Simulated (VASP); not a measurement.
# SiSb (P-3m1) in VASP: single point with PBE

Aim: the single point of SiSb with PBE.

Everything below comes from runs of VASP 6.6.1. Logs are shortened: lines on timing, memory, paths and dates and some standing lists are left out, and cuts for length are marked.

### Step 1. The cell of the first run

The structure is trigonal, space group P-3m1 (No. 164). The conventional cell has a = 4.046 Å, b = 4.046 Å, c = 8.247 Å, α = 90.00°, β = 90.00°, γ = 120.00°. Within 3.1 Å of Si (site symmetry 3m) lie 1 Si at 2.33 Å and 3 Sb at 2.62 Å. Within 3.5 Å of Sb (site symmetry 3m) lie 3 Si at 2.62 Å.

The cell was generated, and may not be a known phase.

### Step 2. Single point, PBE

Input file INCAR:

```
SYSTEM = SiSb
PREC = Accurate ; ENCUT = 500
EDIFF = 1E-6 ; ISMEAR = 0
SIGMA = 0.1 ; LREAL = .False.
LASPH = .True. ; NELM = 120
ALGO = Normal ; ISIF = 2
LWAVE = .False. ; LCHARG = .False.
GGA = PE ; NBANDS = 27
GGA_COMPAT = .False.
```

Input file KPOINTS:

```
regular mesh
0
Gamma
  6 6 4
  0 0 0
```

Input file POSCAR:

```
SiSb
1.0
    4.0455914310      0.0000000031      0.0000000000
   -2.0227957182      3.5035849510      0.0000000000
    0.0000000000      0.0000000000      8.2469569364
Si Sb
2 2
Direct
    0.0000000000      0.0000000000      0.8588579742
    0.0000000000      0.0000000000      0.1411420258
    0.3333333333      0.6666666667      0.7137169631
    0.6666666667      0.3333333333      0.2862830369
```

Potentials or basis: VASP PAW PBE potentials, release 64 (Si, Sb_d_GW).

On the command line:

```console
> cat potpaw_PBE.64/Si/POTCAR potpaw_PBE.64/Sb_d_GW/POTCAR > POTCAR
> mpirun -np 1 vasp_std > vasp.out
```

OUTCAR:

```text
SYSTEM = SiSb
   PREC = Accurate
   ENCUT = 500
   EDIFF = 1E-6
   ISMEAR = 0
   LREAL = .False.
   LASPH = .True.
   NELM = 120
   ISIF = 2
   GGA = PE

 ion  position               nearest neighbor table
   1  0.000  0.000  0.859-   2 2.33   3 2.62   3 2.62   3 2.62
   2  0.000  0.000  0.141-   1 2.33   4 2.62   4 2.62   4 2.62
   3  0.333  0.667  0.714-   1 2.62   1 2.62   1 2.62
   4  0.667  0.333  0.286-   2 2.62   2 2.62   2 2.62

  LATTYP: Found a hexagonal cell.
 ALAT       =     4.0455914310
 C/A-ratio  =     2.0385046481

  Lattice vectors:

 A1 = (   4.0455914310,   0.0000000031,   0.0000000000)
 A2 = (  -2.0227957182,   3.5035849510,   0.0000000000)
 A3 = (   0.0000000000,   0.0000000000,   8.2469569364)

Analysis of symmetry for initial positions (statically):
=====================================================================
 Subroutine PRICEL returns:
 Original cell was already a primitive cell.

 Routine SETGRP: Setting up the symmetry group for a
 hexagonal supercell.

 Subroutine GETGRP returns: Found 12 space group operations
 (whereof 12 operations were pure point group operations)
 out of a pool of 24 trial point group operations.

The static configuration has the point symmetry D_3d.

Analysis of symmetry for dynamics (positions and initial velocities):
=====================================================================
 Subroutine PRICEL returns:
 Original cell was already a primitive cell.

 Routine SETGRP: Setting up the symmetry group for a
 hexagonal supercell.

 Subroutine GETGRP returns: Found 12 space group operations
 (whereof 12 operations were pure point group operations)
 out of a pool of 24 trial point group operations.

The dynamic configuration has the point symmetry D_3d.

 Subroutine INISYM returns: Found 12 space group operations
 (whereof 12 operations are pure point group operations),
 and found     1 'primitive' translations

----------------------------------------------------------------------------------------

                                     Primitive cell

  volume of cell :     116.8930

  direct lattice vectors                    reciprocal lattice vectors
     4.045591431  0.000000003  0.000000000     0.247182647  0.142710968  0.000000000
    -2.022795718  3.503584951  0.000000000    -0.000000000  0.285421936  0.000000000
     0.000000000  0.000000000  8.246956936     0.000000000  0.000000000  0.121256848

  length of vectors
     4.045591431  4.045591431  8.246956936     0.285421936  0.285421936  0.121256848

  position of ions in fractional coordinates (direct lattice)
     0.000000000  0.000000000  0.858857974
     0.000000000  0.000000000  0.141142026
     0.333333333  0.666666667  0.713716963
     0.666666667  0.333333333  0.286283037

  ion indices of the primitive-cell ions
   primitive index   ion index
                 1           1
                 2           2
                 3           3
                 4           4

----------------------------------------------------------------------------------------

 KPOINTS: regular mesh

Automatic generation of k-mesh.
 Grid dimensions read from file:
 generate k-points for:    6    6    4

 Generating k-lattice:

  Cartesian coordinates                     Fractional coordinates (reciprocal lattice)
     0.041197108  0.023785161  0.000000000     0.166666667  0.000000000  0.000000000
    -0.000000000  0.047570323  0.000000000     0.000000000  0.166666667  0.000000000
     0.000000000  0.000000000  0.030314212     0.000000000  0.000000000  0.250000000

  Length of vectors
     0.047570323  0.047570323  0.030314212

  Shift w.r.t. Gamma in fractional coordinates (k-lattice)
     0.000000000  0.000000000  0.000000000

 Subroutine IBZKPT returns following result:
 ===========================================

 Found     24 irreducible k-points:

 Following reciprocal coordinates:
            Coordinates               Weight
  0.000000  0.000000  0.000000      1.000000
  0.166667 -0.000000  0.000000      6.000000
  0.333333 -0.000000  0.000000      6.000000
  0.500000 -0.000000  0.000000      3.000000
  0.166667  0.166667  0.000000      6.000000
  0.333333  0.166667  0.000000     12.000000
[... 16 lines left out ...]
  0.333333  0.166667  0.500000     12.000000
  0.333333  0.333333  0.500000      2.000000
   k-points           NKPTS =     24   k-points in BZ     NKDIM =     24   number of bands    NBANDS=     27
   number of dos      NEDOS =    301   number of ions     NIONS =      4
   total plane-waves  NPLWV =  54000
   dimension x,y,z NGX =    30 NGY =   30 NGZ =   60
   dimension x,y,z NGXF=    60 NGYF=   60 NGZF=  120
   ions per type =               2   2
   NGX,Y,Z   is equivalent  to a cutoff of  12.33, 12.33, 12.10 a.u.
   NGXF,Y,Z  is equivalent  to a cutoff of  24.66, 24.66, 24.19 a.u.
 SYSTEM =  SiSb
   PREC   = accura    normal or accurate (medium, high low for compatibility)
   ISTART =      0    job   : 0-new  1-cont  2-samecut
   ICHARG =      2    charge: 1-file 2-atom 10-const
   ISPIN  =      1    spin polarized calculation?
   LNONCOLLINEAR =      F non collinear calculations
   LSORBIT =      F    spin-orbit coupling
   LASPH  =      T    aspherical Exc in radial PAW
   ENCUT  =  500.0 eV  36.75 Ry    6.06 a.u.   7.38  7.38 15.04*2*pi/ulx,y,z
   NELM   =    120;   NELMIN=  2; NELMDL= -5     # of ELM steps
   EDIFF  = 0.1E-05   stopping-criterion for ELM
   LREAL  =      F    real-space projection
   EDIFFG = 0.1E-04   stopping-criterion for IOM
   NSW    =      0    number of steps for IOM
   IBRION =     -1    ionic relax: 0-MD 1-quasi-New 2-CG
   NFREE  =      0    steps in history (QN), initial steepest desc. (CG)
   ISIF   =      2    stress and relaxation
   ISYM   =      2    0-nonsym 1-usesym 2-fastsym
   POTIM  = 0.5000    time-step for ionic-motion
   TEBEG  =    0.0;   TEEND  =   0.0 temperature during run
   PSTRESS=    0.0 pullay stress
   NELECT =      38.0000    total number of electrons
   NUPDOWN=      -1.0000    fix difference up-down
   EMIN   =  10.00;   EMAX   =-10.00  energy-range for DOS
   EFERMI =   0.00;   METHOD = LEGACY
   ISMEAR =     0;   SIGMA  =   0.10  broadening in eV -4-tet -1-fermi 0-gaus
   EFERMI_NEDOS =   21; number of points for ismear=-14 and -15
   IALGO  =     38    algorithm
   IMIX   =      4    mixing-type and parameters
     AMIX     =   0.40;   BMIX     =  1.00
     AMIX_MAG =   1.60;   BMIX_MAG =  1.00
  volume/ion in A,a.u.               =      29.22       197.21
  Fermi-wavevector in a.u.,A,eV,Ry     =   1.125658  2.127186 17.240031  1.267107
  Thomas-Fermi vector in A             =   2.262336
   LORBIT       =      0    0 simple, 1 ext, 2 COOP (PROOUT), +10 PAW based schemes
   GGA     = PE    functional components
   LHFCALC =     F    Hartree Fock is set to
   AEXX    =    0.0000 exact exchange contribution
   IVDW    =     0    specifies the selected vdW correction
   LEPSILON=     F    determine dielectric tensor
   LRPA    =     F    only Hartree local field effects (RPA)
 non-spin polarized calculation
 Gauss-broadening in eV      SIGMA  =   0.10
  energy-cutoff  :      500.00
  volume of cell :      116.89
 maximum number of plane-waves:      2989
 NGX is ok and might be reduce to    30
   NGX = 15   NGY = 15   NGZ = 31

 number of electron      37.9999976 magnetization

 Free energy of the ion-electron system (eV)
  ---------------------------------------------------
  ext. energy  EPLUGINS =         0.00000000
  ---------------------------------------------------
  free energy    TOTEN  =       -18.59415398 eV

  energy without entropy =      -18.59330036  energy(sigma->0) =      -18.59372717

 E-fermi :   4.4947     XC(G=0):  -8.9076

 val. band max:        4.4562990105   @ k =   0.0000   0.0000   0.5000
 cond. band min:       4.5865321132   @ k =   0.5000  -0.0000   0.5000
 fundamental gap:      0.1302331027
 Fermi energy:         4.4946510126

 k-point     1 :       0.0000    0.0000    0.0000
  band No.  band energies     occupation
      1     -24.7101      2.00000
      2     -24.7101      2.00000
      3     -24.7100      2.00000
      4     -24.7100      2.00000
      5     -24.6421      2.00000
      6     -24.6421      2.00000
[... 19 lines left out ...]
     26       9.9439      0.00000
     27      10.0611      0.00000

 k-point     2 :       0.1667   -0.0000    0.0000
  band No.  band energies     occupation
      1     -24.7104      2.00000
      2     -24.7102      2.00000
      3     -24.7074      2.00000
      4     -24.7072      2.00000
      5     -24.6432      2.00000
      6     -24.6425      2.00000
[... 19 lines left out ...]
     26       8.9760      0.00000
     27       9.8882      0.00000

 k-point     3 :       0.3333   -0.0000    0.0000
  band No.  band energies     occupation
      1     -24.7110      2.00000
      2     -24.7107      2.00000
      3     -24.7020      2.00000
      4     -24.7017      2.00000
      5     -24.6454      2.00000
      6     -24.6441      2.00000
[... 19 lines left out ...]
     26       9.8322      0.00000
     27      11.0827      0.00000

 k-point     4 :       0.5000   -0.0000    0.0000
  band No.  band energies     occupation
      1     -24.7114      2.00000
      2     -24.7110      2.00000
      3     -24.6993      2.00000
      4     -24.6990      2.00000
      5     -24.6465      2.00000
      6     -24.6452      2.00000
[... 19 lines left out ...]
     26      10.4176      0.00000
     27      10.9956      0.00000

 k-point     5 :       0.1667    0.1667    0.0000
  band No.  band energies     occupation
      1     -24.7100      2.00000
      2     -24.7099      2.00000
      3     -24.7040      2.00000
      4     -24.7039      2.00000
      5     -24.6443      2.00000
      6     -24.6442      2.00000
[... 19 lines left out ...]
     26       9.0663      0.00000
     27       9.9826      0.00000

 k-point     6 :       0.3333    0.1667    0.0000
  band No.  band energies     occupation
      1     -24.7094      2.00000
      2     -24.7090      2.00000
      3     -24.7011      2.00000
      4     -24.7009      2.00000
      5     -24.6459      2.00000
      6     -24.6448      2.00000
[... 444 lines left out ...]
      1     -24.7113      2.00000
      2     -24.7110      2.00000
      3     -24.6993      2.00000
      4     -24.6990      2.00000
      5     -24.6464      2.00000
      6     -24.6453      2.00000
[... 19 lines left out ...]
     26       9.3601      0.00000
     27      11.4740      0.00000

 k-point    22 :       0.1667    0.1667    0.5000
  band No.  band energies     occupation
      1     -24.7099      2.00000
      2     -24.7099      2.00000
      3     -24.7041      2.00000
      4     -24.7039      2.00000
      5     -24.6443      2.00000
      6     -24.6441      2.00000
[... 19 lines left out ...]
     26       8.6155      0.00000
     27      10.2754      0.00000

 k-point    23 :       0.3333    0.1667    0.5000
  band No.  band energies     occupation
      1     -24.7093      2.00000
      2     -24.7091      2.00000
      3     -24.7011      2.00000
      4     -24.7009      2.00000
      5     -24.6458      2.00000
      6     -24.6449      2.00000
[... 19 lines left out ...]
     26       9.9300      0.00000
     27      11.0454      0.00000

 k-point    24 :       0.3333    0.3333    0.5000
  band No.  band energies     occupation
      1     -24.7064      2.00000
      2     -24.7060      2.00000
      3     -24.7027      2.00000
      4     -24.7027      2.00000
      5     -24.6456      2.00000
      6     -24.6444      2.00000
[... 19 lines left out ...]
     26      10.6112      0.00000
     27      10.9948      0.00000

------------------------ aborting loop because EDIFF is reached ----------------------------------------

  FORCE on cell =-STRESS in cart. coord.  units (eV):
  Direction    XX          YY          ZZ          XY          YZ          ZX
  --------------------------------------------------------------------------------------
  -------------------------------------------------------------------------------------
  Total        0.1912379      0.1912379      0.2796059     -0.0000000      0.0000000     -0.0000000
  in kB        2.6211752      2.6211752      3.8323794     -0.0000000      0.0000000     -0.0000000
  external PRESSURE =       3.0249099 kB  Pullay stress =       0.0000000 kB

 VOLUME and BASIS-vectors are now :
 -----------------------------------------------------------------------------
  energy-cutoff  :      500.00
  volume of cell :      116.89
      direct lattice vectors                 reciprocal lattice vectors
     4.045591431  0.000000003  0.000000000     0.247182647  0.142710968  0.000000000
    -2.022795718  3.503584951  0.000000000    -0.000000000  0.285421936  0.000000000
     0.000000000  0.000000000  8.246956936     0.000000000  0.000000000  0.121256848

 POSITION                                       TOTAL-FORCE (eV/Angst)
 -----------------------------------------------------------------------------------
      0.00000      0.00000      7.08296        -0.000000      0.000000     -0.022959
      0.00000      0.00000      1.16399         0.000000      0.000000      0.022959
     -0.00000      2.33572      5.88599         0.000000     -0.000000      0.013878
      2.02280      1.16786      2.36096        -0.000000     -0.000000     -0.013878
 -----------------------------------------------------------------------------------
    total drift:                                0.000000     -0.000000     -0.000000

  FREE ENERGIE OF THE ION-ELECTRON SYSTEM (eV)
  ---------------------------------------------------
  free  energy   TOTEN  =       -18.5941539822 eV

  energy  without entropy=      -18.5933003574  energy(sigma->0) =      -18.59372717
```

Run time: 92 s. Hardware: 1 thread of Intel Xeon Platinum 8259CL at 2.50GHz (Skylake/Cascade Lake), shared host; peak memory 0.26 GiB.

Results:

* Free energy: -18.5942 eV
* Pressure: 0.3 GPa
* Largest force: 0.023 eV/Å
* Band gap on the k mesh: 0.13 eV (least direct gap 0.76 eV)

Forces on the atoms (eV/Å):
```
Si   0.000  0.000 -0.023
Si   0.000  0.000  0.023
Sb   0.000  0.000  0.014
Sb   0.000  0.000 -0.014
```

Stress tensor (GPa, compression positive):
```
0.26 0.00 0.00
0.00 0.26 0.00
0.00 0.00 0.38
```

Caveat: spin-orbit coupling is left out, which moves the levels of the heavy elements. A k mesh can miss the band edges.
